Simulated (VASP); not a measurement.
# K (Im-3m) in VASP: further runs

The runs below take K through single point, relaxation of cell and atoms, with PBE.

Program: VASP 6.6.1. These are calculated values, not measurements. Logs are shortened: lines on timing, memory, paths and dates and some standing lists are left out, and cuts for length are marked.

## Step 1: The cell of the first run

It takes space group Im-3m (No. 229, cubic). Conventional cell: a = 5.395 Å, b = 5.395 Å, c = 5.395 Å, α = 90.00°, β = 90.00°, γ = 90.00°.

## Step 2: Single point, PBE

INCAR reads:

```
PREC     = Accurate       # precision mode
ENCUT    = 500            # plane-wave cutoff, eV
EDIFF    = 1E-6           # SCF threshold, eV
ISMEAR   = 0              # smearing method
SIGMA    = 0.1            # smearing width, eV
LREAL    = False          # projectors in reciprocal space
LASPH    = True           # aspherical terms in the spheres
NELM     = 120            # most SCF steps
ALGO     = Normal         # electronic algorithm
ISIF     = 2              # what is computed and relaxed
LWAVE    = False          # write WAVECAR
LCHARG   = False          # write CHGCAR
GGA      = PE             # functional
NBANDS   = 10             # bands
GGA_COMPAT= False
```

KPOINTS reads:

```
Automatic mesh
0
Gamma
  6 6 6
```

POSCAR reads:

```
K
1.0
   -2.6975585200      2.6975585200      2.6975585200
    2.6975585200     -2.6975585200      2.6975585200
    2.6975585200      2.6975585200     -2.6975585200
K
1
Direct
    0.0000000000      0.0000000000      0.0000000000
```

Potentials or basis: VASP PAW PBE potentials, release 64 (K_sv).

Launch:

```
cat potpaw_PBE.64/K_sv/POTCAR > POTCAR
mpirun -np 1 vasp_std > vasp.out
```

OUTCAR:

```text
PREC = Accurate
   ENCUT = 500
   EDIFF = 1E-6
   ISMEAR = 0
   LREAL = False
   LASPH = True
   NELM = 120
   ISIF = 2
   GGA = PE

 ion  position               nearest neighbor table
   1  0.000  0.000  0.000-

  LATTYP: Found a body centered cubic cell.
 ALAT       =     5.3951170400

  Lattice vectors:

 A1 = (  -2.6975585200,   2.6975585200,   2.6975585200)
 A2 = (   2.6975585200,  -2.6975585200,   2.6975585200)
 A3 = (   2.6975585200,   2.6975585200,  -2.6975585200)

Analysis of symmetry for initial positions (statically):
=====================================================================
 Subroutine PRICEL returns:
 Original cell was already a primitive cell.

 Routine SETGRP: Setting up the symmetry group for a
 body centered cubic supercell.

 Subroutine GETGRP returns: Found 48 space group operations
 (whereof 48 operations were pure point group operations)
 out of a pool of 48 trial point group operations.

The static configuration has the point symmetry O_h .

Analysis of symmetry for dynamics (positions and initial velocities):
=====================================================================
 Subroutine PRICEL returns:
 Original cell was already a primitive cell.

 Routine SETGRP: Setting up the symmetry group for a
 body centered cubic supercell.

 Subroutine GETGRP returns: Found 48 space group operations
 (whereof 48 operations were pure point group operations)
 out of a pool of 48 trial point group operations.

The dynamic configuration has the point symmetry O_h .

 Subroutine INISYM returns: Found 48 space group operations
 (whereof 48 operations are pure point group operations),
 and found     1 'primitive' translations

----------------------------------------------------------------------------------------

                                     Primitive cell

  volume of cell :      78.5186

  direct lattice vectors                    reciprocal lattice vectors
    -2.697558520  2.697558520  2.697558520     0.000000000  0.185352791  0.185352791
     2.697558520 -2.697558520  2.697558520     0.185352791  0.000000000  0.185352791
     2.697558520  2.697558520 -2.697558520     0.185352791  0.185352791  0.000000000

  length of vectors
     4.672308413  4.672308413  4.672308413     0.262128431  0.262128431  0.262128431

  position of ions in fractional coordinates (direct lattice)
     0.000000000  0.000000000  0.000000000

  ion indices of the primitive-cell ions
   primitive index   ion index
                 1           1

----------------------------------------------------------------------------------------

 KPOINTS: Automatic mesh

Automatic generation of k-mesh.
 Grid dimensions read from file:
 generate k-points for:    6    6    6

 Generating k-lattice:

  Cartesian coordinates                     Fractional coordinates (reciprocal lattice)
     0.000000000  0.030892132  0.030892132     0.166666667  0.000000000  0.000000000
     0.030892132  0.000000000  0.030892132     0.000000000  0.166666667  0.000000000
     0.030892132  0.030892132  0.000000000     0.000000000  0.000000000  0.166666667

  Length of vectors
     0.043688072  0.043688072  0.043688072

  Shift w.r.t. Gamma in fractional coordinates (k-lattice)
     0.000000000  0.000000000  0.000000000

 Subroutine IBZKPT returns following result:
 ===========================================

 Found     16 irreducible k-points:

 Following reciprocal coordinates:
            Coordinates               Weight
  0.000000  0.000000  0.000000      1.000000
  0.166667  0.000000  0.000000     12.000000
  0.333333  0.000000  0.000000     12.000000
  0.500000  0.000000  0.000000      6.000000
  0.166667  0.166667  0.000000     24.000000
  0.333333  0.166667 -0.000000     48.000000
[... 8 lines left out ...]
  0.500000  0.500000  0.333333     12.000000
  0.500000  0.500000  0.500000      1.000000
   k-points           NKPTS =     16   k-points in BZ     NKDIM =     16   number of bands    NBANDS=     10
   number of dos      NEDOS =    301   number of ions     NIONS =      1
   total plane-waves  NPLWV =  46656
   dimension x,y,z NGX =    36 NGY =   36 NGZ =   36
   dimension x,y,z NGXF=    72 NGYF=   72 NGZF=   72
   ions per type =               1
   NGX,Y,Z   is equivalent  to a cutoff of  12.81, 12.81, 12.81 a.u.
   NGXF,Y,Z  is equivalent  to a cutoff of  25.62, 25.62, 25.62 a.u.
 SYSTEM =  unknown system
   PREC   = accura    normal or accurate (medium, high low for compatibility)
   ISTART =      0    job   : 0-new  1-cont  2-samecut
   ICHARG =      2    charge: 1-file 2-atom 10-const
   ISPIN  =      1    spin polarized calculation?
   LNONCOLLINEAR =      F non collinear calculations
   LSORBIT =      F    spin-orbit coupling
   LASPH  =      T    aspherical Exc in radial PAW
   ENCUT  =  500.0 eV  36.75 Ry    6.06 a.u.   8.52  8.52  8.52*2*pi/ulx,y,z
   NELM   =    120;   NELMIN=  2; NELMDL= -5     # of ELM steps
   EDIFF  = 0.1E-05   stopping-criterion for ELM
   LREAL  =      F    real-space projection
[... 7 lines left out ...]
   TEBEG  =    0.0;   TEEND  =   0.0 temperature during run
   PSTRESS=    0.0 pullay stress
   NELECT =       9.0000    total number of electrons
   NUPDOWN=      -1.0000    fix difference up-down
   EMIN   =  10.00;   EMAX   =-10.00  energy-range for DOS
   EFERMI =   0.00;   METHOD = LEGACY
   ISMEAR =     0;   SIGMA  =   0.10  broadening in eV -4-tet -1-fermi 0-gaus
   EFERMI_NEDOS =   21; number of points for ismear=-14 and -15
   IALGO  =     38    algorithm
   IMIX   =      4    mixing-type and parameters
     AMIX     =   0.40;   BMIX     =  1.00
     AMIX_MAG =   1.60;   BMIX_MAG =  1.00
  volume/ion in A,a.u.               =      78.52       529.87
  Fermi-wavevector in a.u.,A,eV,Ry     =   0.795240  1.502785  8.604411  0.632406
  Thomas-Fermi vector in A             =   1.901529
   LORBIT       =      0    0 simple, 1 ext, 2 COOP (PROOUT), +10 PAW based schemes
   GGA     = PE    functional components
   LHFCALC =     F    Hartree Fock is set to
   AEXX    =    0.0000 exact exchange contribution
   IVDW    =     0    specifies the selected vdW correction
   LEPSILON=     F    determine dielectric tensor
   LRPA    =     F    only Hartree local field effects (RPA)
 non-spin polarized calculation
 Gauss-broadening in eV      SIGMA  =   0.10
  energy-cutoff  :      500.00
  volume of cell :       78.52
 maximum number of plane-waves:      2006
 NGX is ok and might be reduce to    36
   NGX = 17   NGY = 17   NGZ = 17

 number of electron       8.9999999 magnetization

 Free energy of the ion-electron system (eV)
  ---------------------------------------------------
  ext. energy  EPLUGINS =         0.00000000
  ---------------------------------------------------
  free energy    TOTEN  =        -1.03067594 eV

  energy without entropy =       -1.01828864  energy(sigma->0) =       -1.02448229

 E-fermi :  -0.2366     XC(G=0):  -5.4963

 val. band max:       -0.4950745563   @ k =   0.1667   0.1667   0.1667
 cond. band min:      -0.2255126899   @ k =   0.3333   0.1667  -0.0000
 fundamental gap:      0.2695618664
 Fermi energy:        -0.2366341650

 k-point     1 :       0.0000    0.0000    0.0000
  band No.  band energies     occupation
      1     -32.4310      2.00000
      2     -15.8844      2.00000
      3     -15.8844      2.00000
      4     -15.8844      2.00000
      5      -2.3229      2.00000
      6       3.9695      0.00000
      7       3.9695      0.00000
      8       3.9695      0.00000
      9       4.8407      0.00000
     10       4.8407      0.00000

 k-point     2 :       0.1667    0.0000    0.0000
  band No.  band energies     occupation
      1     -32.4303      2.00000
      2     -15.8978      2.00000
      3     -15.8890      2.00000
      4     -15.8843      2.00000
      5      -1.9984      2.00000
      6       3.3440      0.00000
      7       3.6036      0.00000
      8       4.2192      0.00000
      9       4.6039      0.00000
     10       4.7789      0.00000

 k-point     3 :       0.3333    0.0000    0.0000
  band No.  band energies     occupation
      1     -32.4288      2.00000
      2     -15.9244      2.00000
      3     -15.8981      2.00000
      4     -15.8843      2.00000
      5      -1.0767      2.00000
      6       1.8572      0.00000
      7       3.0851      0.00000
      8       4.6593      0.00000
      9       4.8791      0.00000
     10       4.9382      0.00000

 k-point     4 :       0.5000    0.0000    0.0000
  band No.  band energies     occupation
      1     -32.4280      2.00000
      2     -15.9376      2.00000
      3     -15.9026      2.00000
      4     -15.8842      2.00000
      5       0.1882      0.00000
      6       0.4001      0.00000
      7       2.8815      0.00000
      8       4.4655      0.00000
      9       5.3489      0.00000
     10       5.4624      0.00000

 k-point     5 :       0.1667    0.1667    0.0000
  band No.  band energies     occupation
      1     -32.4292      2.00000
      2     -15.9159      2.00000
      3     -15.8945      2.00000
      4     -15.8874      2.00000
      5      -1.3740      2.00000
      6       2.5348      0.00000
      7       2.9129      0.00000
      8       4.4879      0.00000
      9       4.5203      0.00000
     10       5.1517      0.00000

 k-point     6 :       0.3333    0.1667   -0.0000
  band No.  band energies     occupation
      1     -32.4280      2.00000
      2     -15.9309      2.00000
      3     -15.9051      2.00000
      4     -15.8885      2.00000
      5      -0.2255      0.87502
      6       1.2207      0.00000
      7       2.4244      0.00000
      8       4.2307      0.00000
      9       4.9086      0.00000
     10       5.3436      0.00000

 k-point     7 :       0.3333    0.3333    0.0000
  band No.  band energies     occupation
      1     -32.4277      2.00000
      2     -15.9211      2.00000
      3     -15.9211      2.00000
      4     -15.8911      2.00000
      5       0.9207      0.00000
      6       0.9207      0.00000
      7       1.2927      0.00000
      8       4.0803      0.00000
      9       4.9843      0.00000
     10       4.9843      0.00000

 k-point     8 :       0.1667    0.1667    0.1667
  band No.  band energies     occupation
      1     -32.4283      2.00000
      2     -15.9263      2.00000
      3     -15.8962      2.00000
      4     -15.8962      2.00000
      5      -0.4951      1.99974
      6       1.9809      0.00000
      7       1.9809      0.00000
      8       3.8133      0.00000
      9       5.2072      0.00000
     10       5.2072      0.00000

 k-point     9 :       0.3333    0.1667    0.1667
  band No.  band energies     occupation
      1     -32.4279      2.00000
      2     -15.9238      2.00000
      3     -15.9084      2.00000
      4     -15.8971      2.00000
      5       0.7478      0.00000
      6       0.8060      0.00000
      7       1.7974      0.00000
      8       3.1825      0.00000
      9       5.3072      0.00000
     10       5.4087      0.00000

 k-point    10 :      -0.1667    0.1667    0.1667
  band No.  band energies     occupation
      1     -32.4296      2.00000
      2     -15.9001      2.00000
      3     -15.8937      2.00000
      4     -15.8937      2.00000
      5      -1.6816      2.00000
      6       3.4210      0.00000
      7       3.4456      0.00000
      8       3.4456      0.00000
      9       4.3541      0.00000
     10       5.2791      0.00000

 k-point    11 :      -0.3333    0.3333    0.1667
  band No.  band energies     occupation
      1     -32.4282      2.00000
      2     -15.9221      2.00000
      3     -15.9031      2.00000
      4     -15.8946      2.00000
      5      -0.7829      2.00000
      6       2.0083      0.00000
      7       3.0894      0.00000
      8       3.5267      0.00000
      9       4.8680      0.00000
     10       4.9838      0.00000

 k-point    12 :       0.5000    0.5000    0.1667
  band No.  band energies     occupation
      1     -32.4275      2.00000
      2     -15.9340      2.00000
      3     -15.9078      2.00000
      4     -15.8941      2.00000
      5       0.5155      0.00000
      6       0.5638      0.00000
      7       2.9293      0.00000
      8       3.3589      0.00000
      9       4.8904      0.00000
     10       5.8845      0.00000

 k-point    13 :      -0.3333    0.5000    0.1667
  band No.  band energies     occupation
      1     -32.4272      2.00000
      2     -15.9275      2.00000
      3     -15.9158      2.00000
      4     -15.8983      2.00000
      5       0.2920      0.00000
      6       1.4294      0.00000
      7       2.0718      0.00000
      8       3.8804      0.00000
      9       4.3314      0.00000
     10       5.3012      0.00000

 k-point    14 :      -0.3333    0.3333    0.3333
  band No.  band energies     occupation
      1     -32.4269      2.00000
      2     -15.9195      2.00000
      3     -15.9131      2.00000
      4     -15.9131      2.00000
      5       0.0305      0.00016
      6       1.9612      0.00000
      7       3.0514      0.00000
      8       3.0514      0.00000
      9       3.6452      0.00000
     10       5.3063      0.00000

 k-point    15 :       0.5000    0.5000    0.3333
  band No.  band energies     occupation
      1     -32.4263      2.00000
      2     -15.9268      2.00000
      3     -15.9181      2.00000
      4     -15.9136      2.00000
      5       1.0280      0.00000
      6       1.2457      0.00000
      7       2.6482      0.00000
      8       3.0142      0.00000
      9       3.7802      0.00000
     10       5.6145      0.00000

 k-point    16 :       0.5000    0.5000    0.5000
  band No.  band energies     occupation
      1     -32.4257      2.00000
      2     -15.9232      2.00000
      3     -15.9232      2.00000
      4     -15.9232      2.00000
      5       1.4447      0.00000
      6       1.4447      0.00000
      7       3.0506      0.00000
      8       3.0506      0.00000
      9       3.0506      0.00000
     10       4.8715      0.00000

------------------------ aborting loop because EDIFF is reached ----------------------------------------

  FORCE on cell =-STRESS in cart. coord.  units (eV):
  Direction    XX          YY          ZZ          XY          YZ          ZX
  --------------------------------------------------------------------------------------
  -------------------------------------------------------------------------------------
  Total       -0.0900025     -0.0900025     -0.0900025     -0.0000000     -0.0000000     -0.0000000
  in kB       -1.8365072     -1.8365072     -1.8365072     -0.0000000     -0.0000000     -0.0000000
  external PRESSURE =      -1.8365072 kB  Pullay stress =       0.0000000 kB

 VOLUME and BASIS-vectors are now :
 -----------------------------------------------------------------------------
  energy-cutoff  :      500.00
  volume of cell :       78.52
      direct lattice vectors                 reciprocal lattice vectors
    -2.697558520  2.697558520  2.697558520     0.000000000  0.185352791  0.185352791
     2.697558520 -2.697558520  2.697558520     0.185352791  0.000000000  0.185352791
     2.697558520  2.697558520 -2.697558520     0.185352791  0.185352791  0.000000000

 POSITION                                       TOTAL-FORCE (eV/Angst)
 -----------------------------------------------------------------------------------
      0.00000      0.00000      0.00000        -0.000000      0.000000     -0.000000
 -----------------------------------------------------------------------------------
    total drift:                               -0.000000      0.000000      0.000000

  FREE ENERGIE OF THE ION-ELECTRON SYSTEM (eV)
  ---------------------------------------------------
  free  energy   TOTEN  =        -1.0306759389 eV

  energy  without entropy=       -1.0182886351  energy(sigma->0) =       -1.02448229
```

It took 5.7 s on 1 thread of Intel Xeon 6975P-C (Granite Rapids), shared host; peak memory 0.19 GiB.

Results:

```
Free energy            : -1.0307 eV
Pressure               : -0.2 GPa
Band gap on the k mesh : zero (an odd number of electrons rules out a gap without spin polarisation)
```

(Part 1 of 2 ends here.)
